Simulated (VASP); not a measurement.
# GaF (Pm-3m) in VASP: further runs, part 2 of 2

VASP 6.6.1. Earlier steps stand in the parts before.

### Step 3. Single point, r2SCAN-based global hybrid with 35 % exact exchange

POSCAR

```
GaF
1.0
    3.1659200000      0.0000000000      0.0000000000
    0.0000000000      3.1659200000      0.0000000000
    0.0000000000      0.0000000000      3.1659200000
Ga F
1 1
Direct
    0.0000000000      0.0000000000      0.0000000000
    0.5000000000      0.5000000000      0.5000000000
```

INCAR.step1

```
  PREC = Accurate
  ENCUT = 520
  EDIFF = 1E-5
  ISMEAR = -1
  SIGMA = 0.05
  LREAL = False
  LASPH = True
  NELM = 100
  ALGO = Normal
  ISIF = 2
  LWAVE = True
  GGA = PE
  NBANDS = 17
```

INCAR.step2

```
  PREC = Accurate
  ENCUT = 520
  EDIFF = 1E-7
  ISMEAR = -1
  SIGMA = 0.05
  LREAL = False
  LASPH = True
  NELM = 100
  ALGO = Normal
  ISIF = 2
  LWAVE = False
  LCHARG = True
  METAGGA = R2SCAN
  LHFCALC = True
  AEXX = 0.35
  LMIXTAU = True
  PRECFOCK = Normal
  LELF = True
  LVHAR = True
  ISTART = 1
  NBANDS = 17
```

KPOINTS

```
Automatic mesh
0
Gamma
  5 5 5
```

Potentials or basis: VASP PAW PBE potentials, release 64 (Ga_d, F).

On the command line:

```console
$ cat potpaw_PBE.64/Ga_d/POTCAR potpaw_PBE.64/F/POTCAR > POTCAR
$ cp INCAR.step1 INCAR
$ mpirun -np 1 vasp_std > vasp.out
$ cp INCAR.step2 INCAR
$ mpirun -np 1 vasp_std > vasp.out
```

OUTCAR:

```text
PREC = Accurate
   ENCUT = 520
   EDIFF = 1E-7
   ISMEAR = -1
   LREAL = False
   LASPH = True
   NELM = 100
   ISIF = 2
   METAGGA = R2SCAN
   LHFCALC = True
   AEXX = 0.35
   PRECFOCK = Normal
   ISTART = 1

 ion  position               nearest neighbor table
   1  0.000  0.000  0.000-
   2  0.500  0.500  0.500-

  LATTYP: Found a simple cubic cell.
 ALAT       =     3.1659200000

  Lattice vectors:

 A1 = (   3.1659200000,   0.0000000000,   0.0000000000)
 A2 = (   0.0000000000,   3.1659200000,   0.0000000000)
 A3 = (   0.0000000000,   0.0000000000,   3.1659200000)

Analysis of symmetry for initial positions (statically):
=====================================================================
 Subroutine PRICEL returns:
 Original cell was already a primitive cell.

 Routine SETGRP: Setting up the symmetry group for a
 simple cubic supercell.

 Subroutine GETGRP returns: Found 48 space group operations
 (whereof 48 operations were pure point group operations)
[... 151 lines left out ...]
  ext. energy  EPLUGINS =         0.00000000
  ---------------------------------------------------
  free energy    TOTEN  =       -17.55152620 eV

  energy without entropy =      -17.55152620  energy(sigma->0) =      -17.55152620

 E-fermi :   1.5437     XC(G=0):  -7.3865

 val. band max:        0.4168856524   @ k =   0.4000   0.4000   0.4000
 cond. band min:       4.6869465138   @ k =   0.4000   0.0000   0.0000
 fundamental gap:      4.2700608614
 Fermi energy:         1.5436778917

 k-point     1 :       0.0000    0.0000    0.0000
  band No.  band energies     occupation
      1     -25.3554      2.00000
      2     -16.9705      2.00000
      3     -16.9705      2.00000
      4     -16.8261      2.00000
      5     -16.8261      2.00000
      6     -16.8261      2.00000
[... 177 lines left out ...]
      4     -16.9018      2.00000
      5     -16.7936      2.00000
      6     -16.7936      2.00000
[... 9 lines left out ...]
     16      16.7089      0.00000
     17      26.5570      0.00000

------------------------ aborting loop because EDIFF is reached ----------------------------------------

  FORCE on cell =-STRESS in cart. coord.  units (eV):
  Direction    XX          YY          ZZ          XY          YZ          ZX
  --------------------------------------------------------------------------------------
  -------------------------------------------------------------------------------------
  Total       -0.3212690     -0.3212690     -0.3212690      0.0000000      0.0000000      0.0000000
  in kB      -16.2210746    -16.2210746    -16.2210746      0.0000000      0.0000000      0.0000000
  external PRESSURE =     -16.2210746 kB  Pullay stress =       0.0000000 kB

 VOLUME and BASIS-vectors are now :
 -----------------------------------------------------------------------------
  energy-cutoff  :      520.00
  volume of cell :       31.73
      direct lattice vectors                 reciprocal lattice vectors
     3.165920000  0.000000000  0.000000000     0.315863951  0.000000000  0.000000000
     0.000000000  3.165920000  0.000000000     0.000000000  0.315863951  0.000000000
     0.000000000  0.000000000  3.165920000     0.000000000  0.000000000  0.315863951

 POSITION                                       TOTAL-FORCE (eV/Angst)
 -----------------------------------------------------------------------------------
      0.00000      0.00000      0.00000         0.000000      0.000000      0.000000
      1.58296      1.58296      1.58296         0.000000      0.000000      0.000000
 -----------------------------------------------------------------------------------
    total drift:                               -0.000000     -0.000000     -0.000000

  FREE ENERGIE OF THE ION-ELECTRON SYSTEM (eV)
  ---------------------------------------------------
  free  energy   TOTEN  =       -17.5515261966 eV

  energy  without entropy=      -17.5515261966  energy(sigma->0) =      -17.55152620
```

OUTCAR.step1:

```text
PREC = Accurate
   ENCUT = 520
   EDIFF = 1E-5
   ISMEAR = -1
   LREAL = False
[... 405 lines left out ...]
      0.00000      0.00000      0.00000         0.000000      0.000000      0.000000
      1.58296      1.58296      1.58296         0.000000      0.000000      0.000000
 -----------------------------------------------------------------------------------
    total drift:                                0.000000      0.000000     -0.000000

  FREE ENERGIE OF THE ION-ELECTRON SYSTEM (eV)
  ---------------------------------------------------
  free  energy   TOTEN  =        -7.4433251220 eV

  energy  without entropy=       -7.4433251220  energy(sigma->0) =       -7.44332512
```

Run time: 23 min. Hardware: 1 thread of Intel Xeon 8259CL, shared host; peak memory 0.16 GiB.

What came out:

```yaml
Free_energy: -17.5515 eV
Pressure: -1.6 GPa
Band_gap_on_the_k_mesh: 4.27 eV (least direct gap 5.36 eV)
```

Levels at points of the mesh, in eV from the valence-band top:
```tsv
k point	band 8	band 9	band 10	band 11	band 12	band 13
(0.00, 0.00, 0.00)	-4.18	-4.18	-4.18	12.29	12.29	12.29
```

Caveat: the PAW data sets were made with another functional, which shifts forces and pressure a little; an odd mesh through Γ misses points on the zone boundary, where band edges can lie.

### Step 4. Single point, r2SCAN-based global hybrid with 50 % exact exchange

POSCAR is that of step 3.

INCAR.step1

```
SYSTEM = GaF
PREC = Accurate
ENCUT = 520
EDIFF = 1E-5
ISMEAR = -1
SIGMA = 0.05
LREAL = .FALSE.
LASPH = .TRUE.
NELM = 80
ALGO = Normal
ISIF = 2
LWAVE = .TRUE.
NBANDS = 17
GGA = PE
```

INCAR.step2

```
SYSTEM = GaF
PREC = Accurate
ENCUT = 520
EDIFF = 1E-6
ISMEAR = -1
SIGMA = 0.05
LREAL = .FALSE.
LASPH = .TRUE.
NELM = 80
ALGO = Normal
ISIF = 2
LWAVE = .FALSE.
LCHARG = .TRUE.
METAGGA = R2SCAN
LHFCALC = .TRUE.
AEXX = 0.5
LMIXTAU = .TRUE.
PRECFOCK = Normal
LELF = .TRUE.
LVHAR = .TRUE.
NBANDS = 17
ISTART = 1
```

KPOINTS

```
regular mesh
0
G
  5 5 5
  0 0 0
```

On the command line:

```console
$ cat potpaw_PBE.64/Ga_d/POTCAR potpaw_PBE.64/F/POTCAR > POTCAR
$ cp INCAR.step1 INCAR
$ mpirun -np 1 vasp_std > vasp.out
$ cp INCAR.step2 INCAR
$ mpirun -np 1 vasp_std > vasp.out
```

It took 20 min on 1 thread of Intel Xeon 8259CL, shared host; peak memory 0.16 GiB.

The run converged. Its results:

```yaml
Free_energy: -17.7676 eV
Pressure: -1.3 GPa
Band_gap_on_the_k_mesh: 5.03 eV (least direct gap 6.39 eV)
```

Levels at points of the mesh, in eV from the valence-band top:
```csv
k point,band 8,band 9,band 10,band 11,band 12,band 13
"(0.00, 0.00, 0.00)",-4.87,-4.87,-4.87,13.37,13.37,13.37
```

Caveat: the PAW data sets were made with another functional, which shifts forces and pressure a little; an odd mesh through Γ misses points on the zone boundary, where band edges can lie.

### Step 5. Summary

```tsv
level	share of exact exchange	gap on the mesh (eV)	pressure (GPa)
r2SCAN-based global hybrid with 25 % exact exchange	0.25	3.77	-1.8
r2SCAN-based global hybrid with 35 % exact exchange	0.35	4.27	-1.6
r2SCAN-based global hybrid with 50 % exact exchange	0.5	5.03	-1.3
```

Alike in all rows: task single point; potentials or basis VASP PAW PBE potentials, release 64 (Ga_d, F); no spin polarisation; cell as given; k mesh 5 × 5 × 5; cutoff (eV) 520; smearing fermi-dirac 0.05 eV.

On the cell as given the gap runs from 3.77 eV (r2SCAN-based global hybrid with 25 % exact exchange) to 5.03 eV (r2SCAN-based global hybrid with 50 % exact exchange). The pressure there spans -1.8 GPa (r2SCAN-based global hybrid with 25 % exact exchange) to -1.3 GPa (r2SCAN-based global hybrid with 50 % exact exchange); a positive pressure means that this level wants a larger cell, a negative one a smaller.

Caveats: the PAW data sets were made with another functional, which shifts forces and pressure a little; an odd mesh through Γ misses points on the zone boundary, where band edges can lie.

Absolute energies hang on the potentials; compare differences alone.
